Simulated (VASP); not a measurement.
# TaN (R-3m) in VASP: further runs

Runs on TaN. Level: PBE. Tasks: single point.

Program: VASP 6.6.1. These are calculated values, not measurements. Logs are shortened: lines on timing, memory, paths and dates and some standing lists are left out, and cuts for length are marked.

## 1. The cell of the first run

The structure is trigonal, space group R-3m (No. 166). Conventional cell: a = 3.219 Å, b = 3.219 Å, c = 7.199 Å, α = 90.00°, β = 90.00°, γ = 120.00°. Within 2.9 Å of Ta (site symmetry -3m) lie 6 N at 2.21 Å. Within 2.9 Å of N (site symmetry -3m) lie 6 Ta at 2.21 Å.

## 2. Single point, PBE

INCAR reads:

```
SYSTEM = TaN
  PREC = Accurate
  ENCUT = 520
  EDIFF = 1E-7
  ISMEAR = 0
  SIGMA = 0.15
  LREAL = .False.
  LASPH = .True.
  NELM = 100
  ALGO = Normal
  ISIF = 2
  LWAVE = .False.
  LCHARG = .False.
  GGA = PE
  NBANDS = 15
```

KPOINTS reads:

```
regular mesh
0
Gamma
  20 20 20
  0 0 0
```

POSCAR reads:

```
TaN
1.0
   -0.1320156899      2.1441168941      2.1441168941
    2.1441168941     -0.1320156899      2.1441168941
    2.1441168941      2.1441168941     -0.1320156899
Ta N
1 1
Direct
    0.5000000000      0.5000000000      0.5000000000
    0.0000000000      0.0000000000      0.0000000000
```

Potentials or basis: VASP PAW PBE potentials, release 64 (Ta_pv, N).

Run with:

```bash
$ cat potpaw_PBE.64/Ta_pv/POTCAR potpaw_PBE.64/N/POTCAR > POTCAR
$ mpirun -np 1 vasp_std > vasp.out
```

OUTCAR:

```text
SYSTEM = TaN
   PREC = Accurate
   ENCUT = 520
   EDIFF = 1E-7
   ISMEAR = 0
   LREAL = .False.
   LASPH = .True.
   NELM = 100
   ISIF = 2
   GGA = PE

 ion  position               nearest neighbor table
   1  0.500  0.500  0.500-   2 2.21   2 2.21   2 2.21   2 2.21   2 2.21   2 2.21
   2  0.000  0.000  0.000-   1 2.21   1 2.21   1 2.21   1 2.21   1 2.21   1 2.21

  LATTYP: Found a trigonal (rhomboedric) cell.
 ALAT       =     3.0351116377
 COS(alpha) =     0.4375994043

  Lattice vectors:

 A1 = (  -0.1320156899,   2.1441168941,   2.1441168941)
 A2 = (   2.1441168941,  -0.1320156899,   2.1441168941)
 A3 = (   2.1441168941,   2.1441168941,  -0.1320156899)

Analysis of symmetry for initial positions (statically):
=====================================================================
 Subroutine PRICEL returns:
 Original cell was already a primitive cell.

 Routine SETGRP: Setting up the symmetry group for a
 trigonal (rhombohedral) supercell.

 Subroutine GETGRP returns: Found 12 space group operations
 (whereof 12 operations were pure point group operations)
 out of a pool of 12 trial point group operations.

The static configuration has the point symmetry D_3d.

Analysis of symmetry for dynamics (positions and initial velocities):
=====================================================================
 Subroutine PRICEL returns:
 Original cell was already a primitive cell.

 Routine SETGRP: Setting up the symmetry group for a
 trigonal (rhombohedral) supercell.

 Subroutine GETGRP returns: Found 12 space group operations
 (whereof 12 operations were pure point group operations)
 out of a pool of 12 trial point group operations.

The dynamic configuration has the point symmetry D_3d.

 Subroutine INISYM returns: Found 12 space group operations
 (whereof 12 operations are pure point group operations),
 and found     1 'primitive' translations

----------------------------------------------------------------------------------------

                                     Primitive cell

  volume of cell :      21.5324

  direct lattice vectors                    reciprocal lattice vectors
    -0.132015690  2.144116894  2.144116894    -0.212693362  0.226648356  0.226648356
     2.144116894 -0.132015690  2.144116894     0.226648356 -0.212693362  0.226648356
     2.144116894  2.144116894 -0.132015690     0.226648356  0.226648356 -0.212693362

  length of vectors
     3.035111638  3.035111638  3.035111638     0.384678334  0.384678334  0.384678334

  position of ions in fractional coordinates (direct lattice)
     0.500000000  0.500000000  0.500000000
     0.000000000  0.000000000  0.000000000

  ion indices of the primitive-cell ions
   primitive index   ion index
                 1           1
                 2           2

----------------------------------------------------------------------------------------

 KPOINTS: regular mesh

Automatic generation of k-mesh.
 Grid dimensions read from file:
 generate k-points for:   20   20   20

 Generating k-lattice:

  Cartesian coordinates                     Fractional coordinates (reciprocal lattice)
    -0.010634668  0.011332418  0.011332418     0.050000000  0.000000000 -0.000000000
     0.011332418 -0.010634668  0.011332418     0.000000000  0.050000000 -0.000000000
     0.011332418  0.011332418 -0.010634668     0.000000000  0.000000000  0.050000000

  Length of vectors
     0.019233917  0.019233917  0.019233917

  Shift w.r.t. Gamma in fractional coordinates (k-lattice)
     0.000000000  0.000000000  0.000000000

 Subroutine IBZKPT returns following result:
 ===========================================

 Found    781 irreducible k-points:

 Following reciprocal coordinates:
            Coordinates               Weight
  0.000000  0.000000  0.000000      1.000000
  0.050000 -0.000000 -0.000000      6.000000
  0.100000  0.000000 -0.000000      6.000000
  0.150000  0.000000 -0.000000      6.000000
  0.200000  0.000000 -0.000000      6.000000
  0.250000 -0.000000 -0.000000      6.000000
[... 16 lines left out ...]
 -0.400000  0.050000  0.000000     12.000000
 -0.350000  0.050000  0.000000     12.000000
 [... further k-points ...]
   k-points           NKPTS =    781   k-points in BZ     NKDIM =    781   number of bands    NBANDS=     15
   number of dos      NEDOS =    301   number of ions     NIONS =      2
   total plane-waves  NPLWV =  13824
   dimension x,y,z NGX =    24 NGY =   24 NGZ =   24
   dimension x,y,z NGXF=    48 NGYF=   48 NGZF=   48
   ions per type =               1   1
   NGX,Y,Z   is equivalent  to a cutoff of  13.15, 13.15, 13.15 a.u.
   NGXF,Y,Z  is equivalent  to a cutoff of  26.29, 26.29, 26.29 a.u.
 SYSTEM =  TaN
   PREC   = accura    normal or accurate (medium, high low for compatibility)
   ISTART =      0    job   : 0-new  1-cont  2-samecut
   ICHARG =      2    charge: 1-file 2-atom 10-const
   ISPIN  =      1    spin polarized calculation?
   LNONCOLLINEAR =      F non collinear calculations
   LSORBIT =      F    spin-orbit coupling
   LASPH  =      T    aspherical Exc in radial PAW
   ENCUT  =  520.0 eV  38.22 Ry    6.18 a.u.   5.64  5.64  5.64*2*pi/ulx,y,z
   NELM   =    100;   NELMIN=  2; NELMDL= -5     # of ELM steps
   EDIFF  = 0.1E-06   stopping-criterion for ELM
   LREAL  =      F    real-space projection
   EDIFFG = 0.1E-05   stopping-criterion for IOM
   NSW    =      0    number of steps for IOM
   IBRION =     -1    ionic relax: 0-MD 1-quasi-New 2-CG
   NFREE  =      0    steps in history (QN), initial steepest desc. (CG)
   ISIF   =      2    stress and relaxation
   ISYM   =      2    0-nonsym 1-usesym 2-fastsym
   POTIM  = 0.5000    time-step for ionic-motion
   TEBEG  =    0.0;   TEEND  =   0.0 temperature during run
   PSTRESS=    0.0 pullay stress
   NELECT =      16.0000    total number of electrons
   NUPDOWN=      -1.0000    fix difference up-down
   EMIN   =  10.00;   EMAX   =-10.00  energy-range for DOS
   EFERMI =   0.00;   METHOD = LEGACY
   ISMEAR =     0;   SIGMA  =   0.15  broadening in eV -4-tet -1-fermi 0-gaus
   EFERMI_NEDOS =   21; number of points for ismear=-14 and -15
   IALGO  =     38    algorithm
   IMIX   =      4    mixing-type and parameters
     AMIX     =   0.40;   BMIX     =  1.00
     AMIX_MAG =   1.60;   BMIX_MAG =  1.00
  volume/ion in A,a.u.               =      10.77        72.65
  Fermi-wavevector in a.u.,A,eV,Ry     =   1.482804  2.802093 29.915225  2.198707
  Thomas-Fermi vector in A             =   2.596544
   LORBIT       =      0    0 simple, 1 ext, 2 COOP (PROOUT), +10 PAW based schemes
   GGA     = PE    functional components
   LHFCALC =     F    Hartree Fock is set to
   AEXX    =    0.0000 exact exchange contribution
   IVDW    =     0    specifies the selected vdW correction
   LEPSILON=     F    determine dielectric tensor
   LRPA    =     F    only Hartree local field effects (RPA)
 non-spin polarized calculation
 Gauss-broadening in eV      SIGMA  =   0.15
  energy-cutoff  :      520.00
  volume of cell :       21.53
 maximum number of plane-waves:       591
   NGX = 11   NGY = 11   NGZ = 11

 number of electron      16.0000000 magnetization

 Free energy of the ion-electron system (eV)
  ---------------------------------------------------
  ext. energy  EPLUGINS =         0.00000000
  ---------------------------------------------------
  free energy    TOTEN  =       -21.78055654 eV

  energy without entropy =      -21.77157256  energy(sigma->0) =      -21.77606455

 E-fermi :   9.3235     XC(G=0): -13.3687

 val. band max:        9.3223143508   @ k =  -0.3000   0.5000   0.3000
 cond. band min:       9.3259235033   @ k =  -0.2000   0.4000   0.1000
 fundamental gap:      0.0036091525
 Fermi energy:         9.3235356779

 k-point     1 :       0.0000    0.0000    0.0000
  band No.  band energies     occupation
      1     -26.4645      2.00000
      2     -26.4645      2.00000
      3     -26.2975      2.00000
      4      -9.3356      2.00000
      5       5.5106      2.00000
      6       5.5106      2.00000
      7       5.9767      2.00000
      8       6.7919      2.00000
      9       6.7919      2.00000
     10       8.1014      2.00000
     11       9.5820      0.01481
     12       9.5820      0.01481
     13      11.1256      0.00000
     14      18.9355      0.00000
     15      21.7137      0.00000

 k-point     2 :       0.0500   -0.0000   -0.0000
  band No.  band energies     occupation
      1     -26.4819      2.00000
      2     -26.4653      2.00000
      3     -26.3032      2.00000
      4      -9.2778      2.00000
      5       5.1496      2.00000
      6       5.2611      2.00000
      7       5.7503      2.00000
      8       6.9333      2.00000
      9       7.0259      2.00000
     10       8.2059      2.00000
     11       9.8126      0.00000
     12       9.8174      0.00000
     13      11.2826      0.00000
     14      19.0992      0.00000
     15      21.7137      0.00000

 k-point     3 :       0.1000    0.0000   -0.0000
  band No.  band energies     occupation
      1     -26.5349      2.00000
      2     -26.4676      2.00000
      3     -26.3168      2.00000
      4      -9.1082      2.00000
      5       4.3830      2.00000
      6       4.7268      2.00000
      7       5.2876      2.00000
      8       7.2190      2.00000
      9       7.4004      2.00000
     10       8.4467      2.00000
     11      10.4187      0.00000
     12      10.4239      0.00000
     13      11.7271      0.00000
     14      19.5664      0.00000
     15      21.7135      0.00000
[... 343 lines left out ...]
 k-point    23 :      -0.4000    0.0500    0.0000
  band No.  band energies     occupation
      1     -27.1729      2.00000
      2     -26.5088      2.00000
      3     -26.4087      2.00000
      4      -6.7417      2.00000
      5      -0.4541      2.00000
      6       1.9616      2.00000
      7       2.7164      2.00000
      8       9.9087      0.00000
      9      10.4065      0.00000
     10      11.3374      0.00000
     11      14.2679      0.00000
     12      15.7727      0.00000
     13      16.2640      0.00000
     14      20.3331      0.00000
     15      21.6576      0.00000

 k-point    24 :      -0.3500    0.0500    0.0000
  band No.  band energies     occupation
      1     -27.0984      2.00000
      2     -26.5075      2.00000
      3     -26.3983      2.00000
      4      -7.0787      2.00000
      5       0.0387      2.00000
      6       2.2029      2.00000
      7       2.8894      2.00000
      8       9.4703      0.16644
      9      10.1347      0.00000
     10      10.6674      0.00000
     11      14.3066      0.00000
     12      15.1317      0.00000
     13      15.6942      0.00000
     14      20.5336      0.00000
     15      21.7290      0.00000

 [... further k-points ...]

------------------------ aborting loop because EDIFF is reached ----------------------------------------

  FORCE on cell =-STRESS in cart. coord.  units (eV):
  Direction    XX          YY          ZZ          XY          YZ          ZX
  --------------------------------------------------------------------------------------
  -------------------------------------------------------------------------------------
  Total        0.1842249      0.1842249      0.1842249      0.5882739      0.5882739      0.5882739
  in kB       13.7077303     13.7077303     13.7077303     43.7720347     43.7720347     43.7720347
  external PRESSURE =      13.7077303 kB  Pullay stress =       0.0000000 kB

 VOLUME and BASIS-vectors are now :
 -----------------------------------------------------------------------------
  energy-cutoff  :      520.00
  volume of cell :       21.53
      direct lattice vectors                 reciprocal lattice vectors
    -0.132015690  2.144116894  2.144116894    -0.212693362  0.226648356  0.226648356
     2.144116894 -0.132015690  2.144116894     0.226648356 -0.212693362  0.226648356
     2.144116894  2.144116894 -0.132015690     0.226648356  0.226648356 -0.212693362

 POSITION                                       TOTAL-FORCE (eV/Angst)
 -----------------------------------------------------------------------------------
      2.07811      2.07811      2.07811         0.000000     -0.000000     -0.000000
      0.00000      0.00000      0.00000        -0.000000      0.000000      0.000000
 -----------------------------------------------------------------------------------
    total drift:                                0.000000     -0.000000     -0.000000

  FREE ENERGIE OF THE ION-ELECTRON SYSTEM (eV)
  ---------------------------------------------------
  free  energy   TOTEN  =       -21.7805565374 eV

  energy  without entropy=      -21.7715725600  energy(sigma->0) =      -21.77606455
```

Run time: 2.9 min. Hardware: 1 thread of Intel Xeon Platinum 8259CL at 2.50GHz (Skylake/Cascade Lake), shared host; peak memory 0.35 GiB.

What came out:

```
Free energy            : -21.7806 eV
Pressure               : 1.4 GPa
Band gap on the k mesh : zero (band 8 reaches 11.68 eV, above the bottom of band 9 at 6.79 eV)
```

Stress tensor (GPa, compression positive):
```
1.37 4.38 4.38
4.38 1.37 4.38
4.38 4.38 1.37
```

Levels at points of the mesh, in eV from the Fermi level:
| k point | band 6 | band 7 | band 8 | band 9 | band 10 | band 11 |
| --- | --- | --- | --- | --- | --- | --- |
| (0.00, 0.00, 0.00) | -3.81 | -3.35 | -2.53 | -2.53 | -1.22 | 0.26 |
| (0.50, 0.00, 0.00) | -7.59 | -6.71 | 1.03 | 1.11 | 3.26 | 4.05 |
| (0.50, 0.50, 0.00) | -5.30 | -4.76 | -4.21 | 1.99 | 3.16 | 3.75 |
| (0.50, 0.50, 0.50) | -7.90 | -7.90 | 2.35 | 2.51 | 2.51 | 3.62 |

Caveat: spin-orbit coupling is left out, which moves the levels of the heavy elements.

(Part 1 of 2 ends here.)
